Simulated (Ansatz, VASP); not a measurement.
# Two plane-wave programs on CoSi2

```xyz
3
Lattice="0.0000 2.6600 2.6600 2.6600 0.0000 2.6600 2.6600 2.6600 0.0000" Properties=species:S:1:pos:R:3 pbc="T T T"
Co    0.0000    0.0000    0.0000
Si    1.3300    1.3300    1.3300
Si    3.9900    3.9900    3.9900
```

Alike in both runs: task single point; functional PBE; dispersion D3(BJ); k mesh 6 × 6 × 6; occupations gaussian, width 0.1 eV; no spin polarisation.

|  | VASP | Ansatz |
| --- | --- | --- |
| version | VASP 6.6.1 | Ansatz 0.2.0 |
| potentials or method | VASP PAW PBE potentials, release 64 (Co, Si), cutoff 600 eV | scalar-relativistic, plane waves, PAW |
| valence electrons in the cell | 17 | 25 |

|  | VASP | Ansatz | Ansatz less VASP |
| --- | --- | --- | --- |
| gap on the k mesh at the Fermi level (eV) | none | none | - |
| pressure (GPa) | -1.9 | -1.6 | +0.25 |

A gap of «none» marks a metal or a gap that the smearing closes. VASP's potentials hold 17 valence electrons a cell and Ansatz's 25, so a difference there can come from the potentials and not from the codes.
